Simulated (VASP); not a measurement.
# KB3H8 (Cmcm) in VASP: electric field gradients with PBE

Aim: the electric field gradients of KB3H8 with PBE.

Program: VASP 6.6.1. These are calculated values, not measurements. Logs are shortened: lines on timing, memory, paths and dates and some standing lists are left out, and cuts for length are marked.

### Step 1. The cell of the first run

It takes space group Cmcm (No. 63, orthorhombic). The conventional cell has a = 7.426 Å, b = 8.081 Å, c = 8.196 Å, α = 90.00°, β = 90.00°, γ = 90.00°. K (site symmetry m2m) has 24 H at 2.91 to 4.02 Å and 11 B at 3.23 to 3.92 Å within 4.1 Å. B (site symmetry m) has 3 H at 1.21 to 1.27 Å within 1.6 Å. B (site symmetry m2m) has 4 H at 1.21 to 1.47 Å within 1.6 Å. H (site symmetry 1) has 1 B at 1.21 Å within 1.6 Å. H (site symmetry m) has 2 B at 1.27 to 1.47 Å within 1.7 Å. H (site symmetry m) has 1 B at 1.21 Å within 1.6 Å.

### Step 2. Electric field gradients, PBE

File INCAR:

```
SYSTEM = KB3H8
ALGO = Normal
EDIFF = 1E-8
ENCUT = 520
GGA = PE
ISIF = 2
ISMEAR = -1
ISYM = 0
LASPH = .TRUE.
LCHARG = .FALSE.
LEFG = .TRUE.
LREAL = Auto
LWAVE = .FALSE.
NBANDS = 44
NELM = 100
PREC = Accurate
SIGMA = 0.05
```

File KPOINTS:

```
k-points
0
G
  6 6 4
  0 0 0
```

File POSCAR:

```
KB3H8
1.0
    3.7128150000     -4.0404300000      0.0000000000
    3.7128150000      4.0404300000      0.0000000000
    0.0000000000      0.0000000000      8.1959500000
K B H
2 6 16
Direct
    0.6699800000      0.3300200000      0.7500000000
    0.3300200000      0.6699800000      0.2500000000
    0.2787000000      0.7213000000      0.6403900000
    0.7213000000      0.2787000000      0.1403900000
    0.7213000000      0.2787000000      0.3596100000
    0.2787000000      0.7213000000      0.8596100000
    0.0893000000      0.9107000000      0.7500000000
    0.9107000000      0.0893000000      0.2500000000
    0.2013100000      0.5223100000      0.5891900000
    0.7986900000      0.4776900000      0.0891900000
    0.5223100000      0.2013100000      0.4108100000
    0.4776900000      0.7986900000      0.9108100000
    0.7986900000      0.4776900000      0.4108100000
    0.2013100000      0.5223100000      0.9108100000
    0.4776900000      0.7986900000      0.5891900000
    0.5223100000      0.2013100000      0.0891900000
    0.1356000000      0.8644000000      0.5768600000
    0.8644000000      0.1356000000      0.0768600000
    0.8644000000      0.1356000000      0.4231400000
    0.1356000000      0.8644000000      0.9231400000
    0.8710700000      0.8550700000      0.7500000000
    0.1289300000      0.1449300000      0.2500000000
    0.8550700000      0.8710700000      0.2500000000
    0.1449300000      0.1289300000      0.7500000000
```

Potentials or basis: VASP PAW PBE potentials, release 64 (K_sv, B, H).

Launch:

```console
> cat potpaw_PBE.64/K_sv/POTCAR potpaw_PBE.64/B/POTCAR potpaw_PBE.64/H/POTCAR > POTCAR
> mpirun -np 1 vasp_std > vasp.out
```

OUTCAR:

```text
SYSTEM = KB3H8
   EDIFF = 1E-8
   ENCUT = 520
   GGA = PE
   ISIF = 2
   ISMEAR = -1
   ISYM = 0
   LASPH = .TRUE.
   LREAL = Auto
   NELM = 100
   PREC = Accurate

 ion  position               nearest neighbor table
   1  0.670  0.330  0.750-
   2  0.330  0.670  0.250-
   3  0.279  0.721  0.640-   9 1.21  15 1.21  17 1.27   7 1.77   6 1.80
   4  0.721  0.279  0.140-  10 1.21  16 1.21  18 1.27   8 1.77   5 1.80
   5  0.721  0.279  0.360-  11 1.21  13 1.21  19 1.27   8 1.77   4 1.80
   6  0.279  0.721  0.860-  12 1.21  14 1.21  20 1.27   7 1.77   3 1.80
   7  0.089  0.911  0.750-  21 1.21  24 1.21  17 1.47  20 1.47   3 1.77   6 1.77
   8  0.911  0.089  0.250-  22 1.21  23 1.21  18 1.47  19 1.47   4 1.77   5 1.77
   9  0.201  0.522  0.589-   3 1.21
  10  0.799  0.478  0.089-   4 1.21
  11  0.522  0.201  0.411-   5 1.21
  12  0.478  0.799  0.911-   6 1.21
  13  0.799  0.478  0.411-   5 1.21
  14  0.201  0.522  0.911-   6 1.21
  15  0.478  0.799  0.589-   3 1.21
  16  0.522  0.201  0.089-   4 1.21
  17  0.136  0.864  0.577-   3 1.27   7 1.47
  18  0.864  0.136  0.077-   4 1.27   8 1.47
  19  0.864  0.136  0.423-   5 1.27   8 1.47
  20  0.136  0.864  0.923-   6 1.27   7 1.47
  21  0.871  0.855  0.750-   7 1.21
  22  0.129  0.145  0.250-   8 1.21
  23  0.855  0.871  0.250-   8 1.21
  24  0.145  0.129  0.750-   7 1.21

IMPORTANT INFORMATION: All symmetrisations will be switched off!
NOSYMM: (Re-)initialisation of all symmetry stuff for point group C_1.

----------------------------------------------------------------------------------------

                                     Primitive cell

  volume of cell :     245.9009

  direct lattice vectors                    reciprocal lattice vectors
     3.712815000 -4.040430000  0.000000000     0.134668708 -0.123749205  0.000000000
     3.712815000  4.040430000  0.000000000     0.134668708  0.123749205  0.000000000
     0.000000000  0.000000000  8.195950000     0.000000000  0.000000000  0.122011481

  length of vectors
     5.487264328  5.487264328  8.195950000     0.182892118  0.182892118  0.122011481

  position of ions in fractional coordinates (direct lattice)
     0.669980000  0.330020000  0.750000000
     0.330020000  0.669980000  0.250000000
     0.278700000  0.721300000  0.640390000
     0.721300000  0.278700000  0.140390000
     0.721300000  0.278700000  0.359610000
     0.278700000  0.721300000  0.859610000
[... 16 lines left out ...]
     0.855070000  0.871070000  0.250000000
     0.144930000  0.128930000  0.750000000

  ion indices of the primitive-cell ions
   primitive index   ion index
                 1           1
                 2           2
                 3           3
                 4           4
                 5           5
                 6           6
[... 16 lines left out ...]
                23          23
                24          24

----------------------------------------------------------------------------------------

 KPOINTS: k-points

Automatic generation of k-mesh.
 Grid dimensions read from file:
 generate k-points for:    6    6    4

 Generating k-lattice:

  Cartesian coordinates                     Fractional coordinates (reciprocal lattice)
     0.022444785 -0.020624867  0.000000000     0.166666667  0.000000000  0.000000000
     0.022444785  0.020624867  0.000000000     0.000000000  0.166666667  0.000000000
     0.000000000  0.000000000  0.030502870     0.000000000  0.000000000  0.250000000

  Length of vectors
     0.030482020  0.030482020  0.030502870

  Shift w.r.t. Gamma in fractional coordinates (k-lattice)
     0.000000000  0.000000000  0.000000000

 Subroutine IBZKPT returns following result:
 ===========================================

 Found     76 irreducible k-points:

[... 45 lines left out ...]
   EDIFF  = 0.1E-07   stopping-criterion for ELM
   LREAL  =      T    real-space projection
   EDIFFG = 0.1E-06   stopping-criterion for IOM
   NSW    =      0    number of steps for IOM
   IBRION =     -1    ionic relax: 0-MD 1-quasi-New 2-CG
   NFREE  =      0    steps in history (QN), initial steepest desc. (CG)
   ISIF   =      2    stress and relaxation
   ISYM   =      0    0-nonsym 1-usesym 2-fastsym
   POTIM  = 0.5000    time-step for ionic-motion
   TEBEG  =    0.0;   TEEND  =   0.0 temperature during run
   PSTRESS=    0.0 pullay stress
   NELECT =      52.0000    total number of electrons
   NUPDOWN=      -1.0000    fix difference up-down
   EMIN   =  10.00;   EMAX   =-10.00  energy-range for DOS
   EFERMI =   0.00;   METHOD = LEGACY
   ISMEAR =    -1;   SIGMA  =   0.05  broadening in eV -4-tet -1-fermi 0-gaus
   EFERMI_NEDOS =   21; number of points for ismear=-14 and -15
   IALGO  =     38    algorithm
   IMIX   =      4    mixing-type and parameters
     AMIX     =   0.40;   BMIX     =  1.00
     AMIX_MAG =   1.60;   BMIX_MAG =  1.00
  volume/ion in A,a.u.               =      10.25        69.14
  Fermi-wavevector in a.u.,A,eV,Ry     =   0.975340  1.843125 12.943051  0.951287
  Thomas-Fermi vector in A             =   2.105871
   LORBIT       =      0    0 simple, 1 ext, 2 COOP (PROOUT), +10 PAW based schemes
   GGA     = PE    functional components
   LHFCALC =     F    Hartree Fock is set to
   AEXX    =    0.0000 exact exchange contribution
   IVDW    =     0    specifies the selected vdW correction
   LEPSILON=     F    determine dielectric tensor
   LRPA    =     F    only Hartree local field effects (RPA)
 non-spin polarized calculation
  energy-cutoff  :      520.00
  volume of cell :      245.90
 maximum number of plane-waves:      6646
 NGX is ok and might be reduce to    42
   NGX = 21   NGY = 21   NGZ = 31

 number of electron      52.0000000 magnetization

 Free energy of the ion-electron system (eV)
  ---------------------------------------------------
  ext. energy  EPLUGINS =         0.00000000
  ---------------------------------------------------
  free energy    TOTEN  =      -101.93994937 eV

  energy without entropy =     -101.93994937  energy(sigma->0) =     -101.93994937

 E-fermi :  -1.4576     XC(G=0):  -7.5751

 val. band max:       -2.6051161706   @ k =   0.5000   0.5000   0.0000
 cond. band min:       3.0773032485   @ k =   0.5000   0.5000   0.5000
 fundamental gap:      5.6824194191
 Fermi energy:        -1.4576360576

 k-point     1 :       0.0000    0.0000    0.0000
  band No.  band energies     occupation
      1     -30.6958      2.00000
      2     -30.6948      2.00000
      3     -14.2017      2.00000
      4     -14.1884      2.00000
      5     -14.1862      2.00000
      6     -14.1853      2.00000
[... 973 lines left out ...]
     37       6.0441      0.00000
     38       6.0899      0.00000

 [... further k-points ...]

 [bands above 38 left out]

------------------------ aborting loop because EDIFF is reached ----------------------------------------

  FORCE on cell =-STRESS in cart. coord.  units (eV):
  Direction    XX          YY          ZZ          XY          YZ          ZX
  --------------------------------------------------------------------------------------
  -------------------------------------------------------------------------------------
  Total        0.2161373     -0.0751564     -0.0830572      0.0000007      0.0000002      0.0000002
  in kB        1.4082513     -0.4896842     -0.5411625      0.0000043      0.0000011      0.0000014
  external PRESSURE =       0.1258015 kB  Pullay stress =       0.0000000 kB

 VOLUME and BASIS-vectors are now :
 -----------------------------------------------------------------------------
  energy-cutoff  :      520.00
  volume of cell :      245.90
      direct lattice vectors                 reciprocal lattice vectors
     3.712815000 -4.040430000  0.000000000     0.134668708 -0.123749205  0.000000000
     3.712815000  4.040430000  0.000000000     0.134668708  0.123749205  0.000000000
     0.000000000  0.000000000  8.195950000     0.000000000  0.000000000  0.122011481

 POSITION                                       TOTAL-FORCE (eV/Angst)
 -----------------------------------------------------------------------------------
      3.71281     -1.37358      6.14696        -0.000000      0.058999      0.000000
      3.71281      1.37358      2.04899         0.000000     -0.058999      0.000000
      3.71281      1.78829      5.24860         0.000000     -0.013456     -0.007386
      3.71281     -1.78829      1.15063         0.000000      0.013456     -0.007386
      3.71281     -1.78829      2.94735        -0.000000      0.013456      0.007386
      3.71281      1.78829      7.04532        -0.000000     -0.013456      0.007386
[... 16 lines left out ...]
      6.40884      0.06465      2.04899        -0.015544      0.005372     -0.000000
      1.01679     -0.06465      6.14696         0.015544     -0.005372      0.000000
 -----------------------------------------------------------------------------------
    total drift:                               -0.000000      0.000000      0.000000

  FREE ENERGIE OF THE ION-ELECTRON SYSTEM (eV)
  ---------------------------------------------------
  free  energy   TOTEN  =      -101.9399493741 eV

  energy  without entropy=     -101.9399493741  energy(sigma->0) =     -101.93994937

 Electric field gradients (V/A^2)
---------------------------------------------------------------------
 ion       V_xx      V_yy      V_zz      V_xy      V_xz      V_yz
---------------------------------------------------------------------
   1       9.433    -2.280    -7.153    -0.000     0.000     0.000
   2       9.433    -2.280    -7.153     0.000     0.000    -0.000
   3     -10.050     9.203     0.847    -0.000     0.000    -4.916
   4     -10.050     9.203     0.847     0.000     0.000     4.916
   5     -10.050     9.203     0.847    -0.000    -0.000    -4.916
   6     -10.050     9.203     0.847     0.000    -0.000     4.916
[... 16 lines left out ...]
  23      10.239    -0.902    -9.337    12.422    -0.000    -0.000
  24      10.239    -0.902    -9.337    12.422     0.000     0.000
---------------------------------------------------------------------

 Electric field gradients after diagonalization (V/A^2)
 (convention: |V_zz| > |V_xx| > |V_yy|)
----------------------------------------------------------------------
 ion       V_xx      V_yy      V_zz     asymmetry (V_yy - V_xx)/ V_zz
----------------------------------------------------------------------
   1      -7.153    -2.280     9.433       0.517
   2      -7.153    -2.280     9.433       0.517
   3     -10.050    -1.427    11.477       0.751
   4     -10.050    -1.427    11.477       0.751
   5     -10.050    -1.427    11.477       0.751
   6     -10.050    -1.427    11.477       0.751
[... 16 lines left out ...]
  23      -9.337    -8.945    18.283       0.021
  24      -9.337    -8.945    18.283       0.021
----------------------------------------------------------------------

           NMR quadrupolar parameters

 Cq : quadrupolar parameter    Cq=e*Q*V_zz/h
 eta: asymmetry parameters     (V_yy - V_xx)/ V_zz
 Q  : nuclear electric quadrupole moment in mb (millibarn)
----------------------------------------------------------------------
 ion       Cq(MHz)       eta       Q (mb)
----------------------------------------------------------------------
   1       0.023       0.517       1.000
   2       0.023       0.517       1.000
   3       0.028       0.751       1.000
   4       0.028       0.751       1.000
   5       0.028       0.751       1.000
   6       0.028       0.751       1.000
[... 16 lines left out ...]
  23       0.044       0.021       1.000
  24       0.044       0.021       1.000
----------------------------------------------------------------------
```

It took 17 min on 1 thread of Intel Xeon Platinum 8488C (Sapphire Rapids), shared host; peak memory 0.64 GiB.

Results:

| Property | Result |
| --- | --- |
| Free energy | -101.9399 eV |
| Pressure | 0.0 GPa |
| Largest force | 0.059 eV/Å |
| Band gap on the k mesh | 5.68 eV (least direct gap 5.87 eV) |
| Largest electric field gradient by atom | K +9.4; B +11.5, +24.7 (each value once); H +18.4, +12.4, +18.3 (each value once) V/Å² |

Forces in eV/Å, atoms in the order of the input:
```
K    0.000  0.059  0.000
K    0.000 -0.059  0.000
B    0.000 -0.013 -0.007
B    0.000  0.013 -0.007
B    0.000  0.013  0.007
B    0.000 -0.013  0.007
B    0.000 -0.018  0.000
B    0.000  0.018  0.000
H   -0.003 -0.002 -0.002
H    0.003  0.002 -0.002
H   -0.003  0.002  0.002
H    0.003 -0.002  0.002
H    0.003  0.002  0.002
H   -0.003 -0.002  0.002
H    0.003 -0.002 -0.002
H   -0.003  0.002 -0.002
H    0.000  0.002  0.015
H    0.000 -0.002  0.015
H    0.000 -0.002 -0.015
H    0.000  0.002 -0.015
H   -0.016 -0.005  0.000
H    0.016  0.005  0.000
H   -0.016  0.005  0.000
H    0.016 -0.005  0.000
```

Electric field gradients, principal values (V/Å²):
| atom | least | middle | greatest (by size) |
| --- | --- | --- | --- |
| 1 K | -2.280 | -7.153 | 9.433 |
| 2 K | -2.280 | -7.153 | 9.433 |
| 3 B | -1.427 | -10.050 | 11.477 |
| 4 B | -1.427 | -10.050 | 11.477 |
| 5 B | -1.427 | -10.050 | 11.477 |
| 6 B | -1.427 | -10.050 | 11.477 |
| 7 B | -5.992 | -18.724 | 24.716 |
| 8 B | -5.992 | -18.724 | 24.716 |
| 9 H | -8.856 | -9.517 | 18.373 |
| 10 H | -8.856 | -9.517 | 18.373 |
| 11 H | -8.856 | -9.517 | 18.373 |
| 12 H | -8.856 | -9.517 | 18.373 |
| 13 H | -8.856 | -9.517 | 18.373 |
| 14 H | -8.856 | -9.517 | 18.373 |
| 15 H | -8.856 | -9.517 | 18.373 |
| 16 H | -8.856 | -9.517 | 18.373 |
| 17 H | -1.637 | -10.772 | 12.409 |
| 18 H | -1.637 | -10.772 | 12.409 |
| 19 H | -1.637 | -10.772 | 12.409 |
| 20 H | -1.637 | -10.772 | 12.409 |
| 21 H | -8.945 | -9.337 | 18.283 |
| 22 H | -8.945 | -9.337 | 18.283 |
| 23 H | -8.945 | -9.337 | 18.283 |
| 24 H | -8.945 | -9.337 | 18.283 |

Caveat: without QUAD_EFG the Cq values of the log hold for a quadrupole moment of 1 mb, not for the nuclei. A k mesh can miss the band edges.
